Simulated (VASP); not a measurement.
# AlN in VASP: notebook

The runs below take AlN through single point, with PBE, r2SCAN.

All numbers are computed with VASP 6.6.1; they aren't measurements. Logs are shortened: lines on timing, memory, paths and dates and some standing lists are left out, and cuts for length are marked.

## Step 1: The cell of the first run

Symmetry: I-4m2, No. 119, tetragonal system. Conventional cell: a = 3.055 Å, b = 3.055 Å, c = 4.420 Å, α = 90.00°, β = 90.00°, γ = 90.00°. Al (site symmetry -4m2) has 4 N at 1.89 Å within 2.5 Å. N (site symmetry -4m2) has 4 Al at 1.89 Å within 2.5 Å.

## Step 2: Single point, PBE (epitaxial xy strain -1.1%)

The input, INCAR:

```
SYSTEM = AlN
PREC = Accurate ; ENCUT = 520
EDIFF = 1E-6 ; ISMEAR = -1
SIGMA = 0.02 ; LREAL = .False.
LASPH = .True. ; NELM = 80
ALGO = Normal ; ISIF = 2
LWAVE = .False. ; LCHARG = .True.
GGA = PE ; LELF = .True.
LVHAR = .True. ; NBANDS = 11
```

The input, KPOINTS:

```
regular mesh
0
Gamma
  10 10 10
  0 0 0
```

The input, POSCAR:

```
AlN
1.0
    0.0000000000      2.1601873172      2.2101278436
    2.1601873172      0.0000000000      2.2101278436
    2.1601873172      2.1601873172      0.0000000000
Al N
1 1
Direct
    0.0000000000      0.0000000000      0.0000000000
    0.2500000000      0.2500000000      0.2500000000
```

Potentials or basis: VASP PAW PBE potentials, release 64 (Al, N).

Launch:

```sh
cat potpaw_PBE.64/Al/POTCAR potpaw_PBE.64/N/POTCAR > POTCAR
mpirun -np 1 vasp_std > vasp.out
```

OUTCAR:

```text
SYSTEM = AlN
   PREC = Accurate
   ENCUT = 520
   EDIFF = 1E-6
   ISMEAR = -1
   LREAL = .False.
   LASPH = .True.
   NELM = 80
   ISIF = 2
   GGA = PE

 ion  position               nearest neighbor table
   1  0.000  0.000  0.000-   2 1.89   2 1.89   2 1.89   2 1.89
   2  0.250  0.250  0.250-   1 1.89   1 1.89   1 1.89   1 1.89

  LATTYP: Found a body centered tetragonal cell.
 ALAT       =     3.0549662013
 C/A-ratio  =     1.4469082131

  Lattice vectors:

 A1 = (  -2.1601873172,   0.0000000000,   2.2101278436)
 A2 = (   2.1601873172,   0.0000000000,   2.2101278436)
 A3 = (   0.0000000000,   2.1601873172,  -2.2101278436)

Analysis of symmetry for initial positions (statically):
=====================================================================
 Subroutine PRICEL returns:
 Original cell was already a primitive cell.

 Routine SETGRP: Setting up the symmetry group for a
 body centered tetragonal supercell.

 Subroutine GETGRP returns: Found  8 space group operations
 (whereof  8 operations were pure point group operations)
 out of a pool of 16 trial point group operations.

The static configuration has the point symmetry D_2d.

Analysis of symmetry for dynamics (positions and initial velocities):
=====================================================================
 Subroutine PRICEL returns:
 Original cell was already a primitive cell.

 Routine SETGRP: Setting up the symmetry group for a
 body centered tetragonal supercell.

 Subroutine GETGRP returns: Found  8 space group operations
 (whereof  8 operations were pure point group operations)
 out of a pool of 16 trial point group operations.

The dynamic configuration has the point symmetry D_2d.

 Subroutine INISYM returns: Found  8 space group operations
 (whereof  8 operations are pure point group operations),
 and found     1 'primitive' translations

----------------------------------------------------------------------------------------

                                     Primitive cell

  volume of cell :      20.6267

  direct lattice vectors                    reciprocal lattice vectors
     0.000000000  2.160187317  2.210127844    -0.231461409  0.231461409  0.226231257
     2.160187317  0.000000000  2.210127844     0.231461409 -0.231461409  0.226231257
     2.160187317  2.160187317  0.000000000     0.231461409  0.231461409 -0.226231257

  length of vectors
     3.090481246  3.090481246  3.054966201     0.397906207  0.397906207  0.397906207

  position of ions in fractional coordinates (direct lattice)
     0.000000000  0.000000000  0.000000000
     0.250000000  0.250000000  0.250000000

  ion indices of the primitive-cell ions
   primitive index   ion index
                 1           1
                 2           2

----------------------------------------------------------------------------------------

 KPOINTS: regular mesh

Automatic generation of k-mesh.
 Grid dimensions read from file:
 generate k-points for:   10   10   10

 Generating k-lattice:

  Cartesian coordinates                     Fractional coordinates (reciprocal lattice)
    -0.023146141  0.023146141  0.022623126     0.100000000  0.000000000  0.000000000
     0.023146141 -0.023146141  0.022623126     0.000000000  0.100000000  0.000000000
     0.023146141  0.023146141 -0.022623126     0.000000000  0.000000000  0.100000000

  Length of vectors
     0.039790621  0.039790621  0.039790621

  Shift w.r.t. Gamma in fractional coordinates (k-lattice)
     0.000000000  0.000000000  0.000000000

 Subroutine IBZKPT returns following result:
 ===========================================

 Found    102 irreducible k-points:

 Following reciprocal coordinates:
            Coordinates               Weight
  0.000000  0.000000  0.000000      1.000000
  0.100000  0.000000  0.000000      8.000000
  0.200000  0.000000  0.000000      8.000000
  0.300000  0.000000  0.000000      8.000000
  0.400000  0.000000  0.000000      8.000000
  0.500000  0.000000  0.000000      4.000000
[... 16 lines left out ...]
  0.300000  0.300000  0.000000      2.000000
  0.400000  0.300000  0.000000      8.000000
 [... further k-points ...]
   k-points           NKPTS =    102   k-points in BZ     NKDIM =    102   number of bands    NBANDS=     11
   number of dos      NEDOS =    301   number of ions     NIONS =      2
   total plane-waves  NPLWV =  13824
   dimension x,y,z NGX =    24 NGY =   24 NGZ =   24
   dimension x,y,z NGXF=    48 NGYF=   48 NGZF=   48
   ions per type =               1   1
   NGX,Y,Z   is equivalent  to a cutoff of  12.91, 12.91, 13.06 a.u.
   NGXF,Y,Z  is equivalent  to a cutoff of  25.82, 25.82, 26.12 a.u.
 SYSTEM =  AlN
   PREC   = accura    normal or accurate (medium, high low for compatibility)
   ISTART =      0    job   : 0-new  1-cont  2-samecut
   ICHARG =      2    charge: 1-file 2-atom 10-const
   ISPIN  =      1    spin polarized calculation?
   LNONCOLLINEAR =      F non collinear calculations
   LSORBIT =      F    spin-orbit coupling
   LASPH  =      T    aspherical Exc in radial PAW
   ENCUT  =  520.0 eV  38.22 Ry    6.18 a.u.   5.75  5.75  5.68*2*pi/ulx,y,z
   NELM   =     80;   NELMIN=  2; NELMDL= -5     # of ELM steps
   EDIFF  = 0.1E-05   stopping-criterion for ELM
   LREAL  =      F    real-space projection
   EDIFFG = 0.1E-04   stopping-criterion for IOM
   NSW    =      0    number of steps for IOM
   IBRION =     -1    ionic relax: 0-MD 1-quasi-New 2-CG
   NFREE  =      0    steps in history (QN), initial steepest desc. (CG)
   ISIF   =      2    stress and relaxation
   ISYM   =      2    0-nonsym 1-usesym 2-fastsym
   POTIM  = 0.5000    time-step for ionic-motion
   TEBEG  =    0.0;   TEEND  =   0.0 temperature during run
   PSTRESS=    0.0 pullay stress
   NELECT =       8.0000    total number of electrons
   NUPDOWN=      -1.0000    fix difference up-down
   EMIN   =  10.00;   EMAX   =-10.00  energy-range for DOS
   EFERMI =   0.00;   METHOD = LEGACY
   ISMEAR =    -1;   SIGMA  =   0.02  broadening in eV -4-tet -1-fermi 0-gaus
   EFERMI_NEDOS =   21; number of points for ismear=-14 and -15
   IALGO  =     38    algorithm
   IMIX   =      4    mixing-type and parameters
     AMIX     =   0.40;   BMIX     =  1.00
     AMIX_MAG =   1.60;   BMIX_MAG =  1.00
  volume/ion in A,a.u.               =      10.31        69.60
  Fermi-wavevector in a.u.,A,eV,Ry     =   1.193882  2.256110 19.393123  1.425354
  Thomas-Fermi vector in A             =   2.329886
   LORBIT       =      0    0 simple, 1 ext, 2 COOP (PROOUT), +10 PAW based schemes
   GGA     = PE    functional components
   LHFCALC =     F    Hartree Fock is set to
   AEXX    =    0.0000 exact exchange contribution
   IVDW    =     0    specifies the selected vdW correction
   LEPSILON=     F    determine dielectric tensor
   LRPA    =     F    only Hartree local field effects (RPA)
 non-spin polarized calculation
  energy-cutoff  :      520.00
  volume of cell :       20.63
 maximum number of plane-waves:       568
   NGX = 11   NGY = 11   NGZ = 11

 number of electron       7.9999999 magnetization

 Free energy of the ion-electron system (eV)
  ---------------------------------------------------
  ext. energy  EPLUGINS =         0.00000000
  ---------------------------------------------------
  free energy    TOTEN  =       -14.82991401 eV

  energy without entropy =      -14.82991401  energy(sigma->0) =      -14.82991401

 E-fermi :   6.5644     XC(G=0): -10.9780

 val. band max:        6.1007639383   @ k =   0.0000   0.0000   0.0000
 cond. band min:       9.3565403212   @ k =   0.5000   0.0000   0.5000
 fundamental gap:      3.2557763829
 Fermi energy:         6.5643717013

 k-point     1 :       0.0000    0.0000    0.0000
  band No.  band energies     occupation
      1      -8.9730      2.00000
      2       6.0005      2.00000
      3       6.1008      2.00000
      4       6.1008      2.00000
      5      10.3491      0.00000
      6      18.7200      0.00000
      7      18.7200      0.00000
      8      18.7430      0.00000
      9      23.4274      0.00000
     10      24.2117      0.00000
     11      24.6989      0.00000

 k-point     2 :       0.1000    0.0000    0.0000
  band No.  band energies     occupation
      1      -8.8248      2.00000
      2       5.2540      2.00000
      3       5.9768      2.00000
      4       6.0558      2.00000
      5      11.0074      0.00000
      6      18.3236      0.00000
      7      18.8579      0.00000
      8      18.8739      0.00000
      9      22.2469      0.00000
     10      22.8577      0.00000
     11      24.5119      0.00000

 k-point     3 :       0.2000    0.0000    0.0000
  band No.  band energies     occupation
      1      -8.4029      2.00000
      2       3.6430      2.00000
      3       5.8286      2.00000
      4       5.9438      2.00000
      5      12.1314      0.00000
      6      17.5008      0.00000
      7      18.6806      0.00000
      8      18.9011      0.00000
      9      21.9088      0.00000
     10      22.1643      0.00000
     11      23.6480      0.00000

 k-point     4 :       0.3000    0.0000    0.0000
  band No.  band energies     occupation
      1      -7.7892      2.00000
      2       1.9842      2.00000
      3       5.6603      2.00000
      4       5.8155      2.00000
      5      12.9720      0.00000
      6      16.7244      0.00000
      7      17.9506      0.00000
      8      18.3041      0.00000
      9      23.0371      0.00000
     10      23.1052      0.00000
     11      23.5448      0.00000
[... 239 lines left out ...]
 k-point    22 :      -0.2000    0.2000    0.0000
  band No.  band energies     occupation
      1      -7.5727      2.00000
      2       2.2436      2.00000
      3       4.2874      2.00000
      4       5.8997      2.00000
      5      13.7118      0.00000
      6      16.2985      0.00000
      7      17.3321      0.00000
      8      18.8267      0.00000
      9      21.1378      0.00000
     10      24.7733      0.00000
     11      27.0107      0.00000

 k-point    23 :       0.3000    0.3000    0.0000
  band No.  band energies     occupation
      1      -7.4517      2.00000
      2       2.4599      2.00000
      3       4.9205      2.00000
      4       4.9205      2.00000
      5      11.3877      0.00000
      6      16.0302      0.00000
      7      17.7616      0.00000
      8      20.7931      0.00000
      9      20.7931      0.00000
     10      26.8375      0.00000
     11      30.1345      0.00000

 k-point    24 :       0.4000    0.3000    0.0000
  band No.  band energies     occupation
      1      -6.9880      2.00000
      2       1.8200      2.00000
      3       4.4197      2.00000
      4       4.7676      2.00000
      5      11.0191      0.00000
      6      15.8778      0.00000
      7      18.1902      0.00000
      8      20.9038      0.00000
      9      21.3749      0.00000
     10      27.6757      0.00000
     11      29.7848      0.00000

 [... further k-points ...]
[... 5 lines left out ...]
  --------------------------------------------------------------------------------------
  -------------------------------------------------------------------------------------
  Total        1.0008717      1.0008717      0.5882249      0.0000000      0.0000000      0.0000000
  in kB       77.7425480     77.7425480     45.6902763      0.0000000      0.0000000      0.0000000
  external PRESSURE =      67.0584574 kB  Pullay stress =       0.0000000 kB

 VOLUME and BASIS-vectors are now :
 -----------------------------------------------------------------------------
  energy-cutoff  :      520.00
  volume of cell :       20.63
      direct lattice vectors                 reciprocal lattice vectors
     0.000000000  2.160187317  2.210127844    -0.231461409  0.231461409  0.226231257
     2.160187317  0.000000000  2.210127844     0.231461409 -0.231461409  0.226231257
     2.160187317  2.160187317  0.000000000     0.231461409  0.231461409 -0.226231257

 POSITION                                       TOTAL-FORCE (eV/Angst)
 -----------------------------------------------------------------------------------
      0.00000      0.00000      0.00000        -0.000000     -0.000000     -0.000000
      1.08009      1.08009      1.10506         0.000000      0.000000      0.000000
 -----------------------------------------------------------------------------------
    total drift:                                0.000000      0.000000      0.000000

  FREE ENERGIE OF THE ION-ELECTRON SYSTEM (eV)
  ---------------------------------------------------
  free  energy   TOTEN  =       -14.8299140072 eV

  energy  without entropy=      -14.8299140072  energy(sigma->0) =      -14.82991401
```

It took 6.2 s on 1 thread of Intel Xeon 6975P-C (Granite Rapids), shared host; peak memory 0.14 GiB.

Results:

```
Free energy            : -14.8299 eV
Pressure               : 6.7 GPa
Band gap on the k mesh : 3.26 eV, indirect (least direct gap 4.25 eV)
```

Caveat: the cell differs from its parent crystal (epitaxial xy strain -1.1%).

## Step 3: Single point, PBE (strain along [111] +3.4%)

The input, INCAR:

```
SYSTEM = AlN
PREC = Accurate
ENCUT = 520
EDIFF = 1E-6
ISMEAR = -1
SIGMA = 0.02
LREAL = .FALSE.
LASPH = .TRUE.
NELM = 60
ALGO = Normal
ISIF = 2
LWAVE = .FALSE.
LCHARG = .TRUE.
GGA = PE
LELF = .TRUE.
LVHAR = .TRUE.
NBANDS = 11
```

The input, KPOINTS:

```
Automatic mesh
0
G
  10 10 10
  0 0 0
```

The input, POSCAR:

```
AlN
1.0
    0.0487955734      2.2336719942      2.2336719942
    2.2336719942      0.0487955734      2.2336719942
    2.2336719942      2.2336719942      0.0487955734
Al N
1 1
Direct
    0.0011501000      0.0011501000      0.0011501000
    0.2488499000      0.2488499000      0.2488499000
```

Potentials or basis: VASP PAW PBE potentials, release 64 (Al, N).

Launch:

```sh
cat potpaw_PBE.64/Al/POTCAR potpaw_PBE.64/N/POTCAR > POTCAR
mpirun -np 1 vasp_std > vasp.out
```

It took 7.8 s on 1 thread of Intel Xeon 6975P-C (Granite Rapids), shared host; peak memory 0.15 GiB.

Results (log left out):

```yaml
Free_energy: -14.8283 eV
Pressure: -2.1 GPa
Largest_force: 0.025 eV/Å
Band_gap_on_the_k_mesh: 3.19 eV, indirect (least direct gap 3.77 eV)
```

Forces on the atoms (eV/Å):
```
Al   0.014  0.014  0.014
N   -0.014 -0.014 -0.014
```

Stress tensor (GPa, compression positive):
```
-2.12 -4.04 -4.04
-4.04 -2.12 -4.04
-4.04 -4.04 -2.12
```

Levels at points of the mesh, in eV from the valence-band top:
```tsv
k point	band 1	band 2	band 3	band 4	band 5	band 6	band 7	band 8	band 9
(0.00, 0.00, 0.00)	-14.88	-0.26	0.00	0.00	3.77	11.63	12.42	12.42	17.32
(0.50, 0.00, 0.00)	-12.88	-5.76	-0.68	-0.54	6.87	9.49	10.60	10.92	17.44
(0.50, 0.50, 0.00)	-12.32	-4.89	-1.97	-1.68	3.19	8.33	13.36	15.19	15.29
(0.50, 0.50, 0.50)	-13.05	-5.93	-0.41	-0.41	7.26	9.49	11.20	11.20	17.50
```

Caveat: the cell differs from its parent crystal (strain along [111] +3.4%). A k mesh can miss the band edges.

## Step 4: Single point, r2SCAN (epitaxial xy strain -1.1%)

The input, POSCAR:

```
AlN
1.0
    0.0000000000      2.1601873172      2.2101278436
    2.1601873172      0.0000000000      2.2101278436
    2.1601873172      2.1601873172      0.0000000000
Al N
1 1
Direct
    0.0000000000      0.0000000000      0.0000000000
    0.2500000000      0.2500000000      0.2500000000
```

The input, INCAR.step1:

```
  PREC = Accurate
  ENCUT = 520
  ISMEAR = 0
  SIGMA = 0.01
  LREAL = False
  LASPH = True
  NELM = 80
  NBANDS = 11
  GGA = PE
  ALGO = Normal
  EDIFF = 1E-4
  LWAVE = True
  LCHARG = False
```

The input, INCAR.step2:

```
  PREC = Accurate
  ENCUT = 520
  EDIFF = 1E-7
  ISMEAR = 0
  SIGMA = 0.01
  LREAL = False
  LASPH = True
  NELM = 80
  ALGO = Normal
  ISIF = 2
  LWAVE = False
  LCHARG = True
  METAGGA = R2SCAN
  LMIXTAU = True
  LELF = True
  LVHAR = True
  NBANDS = 11
  ISTART = 1
```

The input, KPOINTS:

```
Automatic mesh
0
Gamma
  10 10 10
```

Launch:

```sh
cat potpaw_PBE.64/Al/POTCAR potpaw_PBE.64/N/POTCAR > POTCAR
cp INCAR.step1 INCAR
mpirun -np 1 vasp_std > vasp.out
cp INCAR.step2 INCAR
mpirun -np 1 vasp_std > vasp.out
```

Run time: 31 s. Hardware: 1 thread of Intel Xeon 6975P-C (Granite Rapids), shared host; peak memory 0.15 GiB.

The run converged. Its results:

| Item | Value |
| --- | --- |
| Free energy | -19.1748 eV |
| Pressure | 2.0 GPa |
| Band gap on the k mesh | 3.87 eV, indirect (least direct gap 4.95 eV) |

Stress tensor (GPa, compression positive):
```
 3.18  0.00  0.00
 0.00  3.18  0.00
 0.00  0.00 -0.39
```

Levels at points of the mesh, in eV from the valence-band top:
| k point | band 1 | band 2 | band 3 | band 4 | band 5 | band 6 | band 7 | band 8 | band 9 |
| --- | --- | --- | --- | --- | --- | --- | --- | --- | --- |
| (0.00, 0.00, 0.00) | -15.84 | -0.10 | 0.00 | 0.00 | 4.95 | 13.58 | 13.58 | 13.61 | 18.16 |
| (0.50, 0.00, 0.00) | -13.79 | -5.97 | -0.62 | -0.42 | 8.25 | 10.86 | 11.79 | 12.19 | 19.41 |
| (0.50, 0.50, 0.00) | -13.22 | -5.16 | -1.72 | -1.72 | 3.99 | 9.75 | 15.02 | 17.18 | 17.18 |
| (0.50, 0.00, 0.50) | -13.12 | -4.94 | -1.92 | -1.91 | 3.87 | 9.39 | 15.45 | 16.62 | 17.35 |

Caveat: the cell differs from its parent crystal (epitaxial xy strain -1.1%); the PAW data sets were made with another functional, which shifts forces and pressure a little. A k mesh can miss the band edges.

## Step 5: Single point, r2SCAN (strain along [111] +3.4%)

The input, POSCAR:

```
AlN
1.0
    0.0487955734      2.2336719942      2.2336719942
    2.2336719942      0.0487955734      2.2336719942
    2.2336719942      2.2336719942      0.0487955734
Al N
1 1
Direct
    0.0011501000      0.0011501000      0.0011501000
    0.2488499000      0.2488499000      0.2488499000
```

The input, INCAR.step1:

```
PREC = Accurate
ENCUT = 520
ISMEAR = 0
SIGMA = 0.01
LREAL = F
LASPH = T
NELM = 100
NBANDS = 11
GGA = PE
ALGO = Normal
EDIFF = 1E-4
LWAVE = T
LCHARG = F
```

The input, INCAR.step2:

```
PREC = Accurate
ENCUT = 520
EDIFF = 1E-7
ISMEAR = 0
SIGMA = 0.01
LREAL = F
LASPH = T
NELM = 100
ALGO = Normal
ISIF = 2
LWAVE = F
LCHARG = F
METAGGA = R2SCAN
LMIXTAU = T
NBANDS = 11
ISTART = 1
```

KPOINTS is that of step 4.

Launch:

```sh
cat potpaw_PBE.64/Al/POTCAR potpaw_PBE.64/N/POTCAR > POTCAR
cp INCAR.step1 INCAR
mpirun -np 1 vasp_std > vasp.out
cp INCAR.step2 INCAR
mpirun -np 1 vasp_std > vasp.out
```

Run time: 35 s. Hardware: 1 thread of Intel Xeon 6975P-C (Granite Rapids), shared host; peak memory 0.15 GiB.

Results (log left out):

```yaml
Free_energy: -19.1454 eV
Pressure: -6.8 GPa
Band_gap_on_the_k_mesh: 3.80 eV, indirect (least direct gap 4.45 eV)
```

Forces in eV/Å, atoms in the order of the input:
```
Al  -0.001 -0.001 -0.001
N    0.001  0.001  0.001
```

Stress tensor (GPa, compression positive):
```
-6.83 -4.26 -4.26
-4.26 -6.83 -4.26
-4.26 -4.26 -6.83
```

Levels at points of the mesh, in eV from the valence-band top:
| k point | band 2 | band 3 | band 4 | band 5 | band 6 | band 7 |
| --- | --- | --- | --- | --- | --- | --- |
| (0.00, 0.00, 0.00) | -0.27 | 0.00 | 0.00 | 4.45 | 12.55 | 13.38 |
| (0.50, 0.00, 0.00) | -5.80 | -0.69 | -0.55 | 7.68 | 10.42 | 11.39 |
| (0.50, 0.50, 0.00) | -4.94 | -2.01 | -1.71 | 3.80 | 9.18 | 14.57 |
| (0.50, 0.50, 0.50) | -5.97 | -0.42 | -0.42 | 8.08 | 10.44 | 12.00 |

Caveat: the cell differs from its parent crystal (strain along [111] +3.4%); the PAW data sets were made with another functional, which shifts forces and pressure a little. A k mesh can miss the band edges.

## Step 6: The runs side by side

```tsv
level	cell	smearing	gap on the mesh (eV)	pressure (GPa)
PBE	a = 3.090, b = 3.090, c = 3.055 Å, angles 60.4, 60.4, 59.2°, 2 atoms	fermi-dirac 0.02 eV	3.26	6.7
PBE	a = 3.159 Å, angles 58.6°, 2 atoms	fermi-dirac 0.02 eV	3.19	-2.1
r2SCAN	a = 3.090, b = 3.090, c = 3.055 Å, angles 60.4, 60.4, 59.2°, 2 atoms	gaussian 0.01 eV	3.87	2.0
r2SCAN	a = 3.159 Å, angles 58.6°, 2 atoms	gaussian 0.01 eV	3.80	-6.8
```

Alike in all rows: task single point; potentials or basis VASP PAW PBE potentials, release 64 (Al, N); no spin polarisation; k mesh 10 × 10 × 10; cutoff (eV) 520.

Caveats: the PAW data sets were made with another functional, which shifts forces and pressure a little (some runs).

Absolute energies hang on the potentials; compare differences alone.
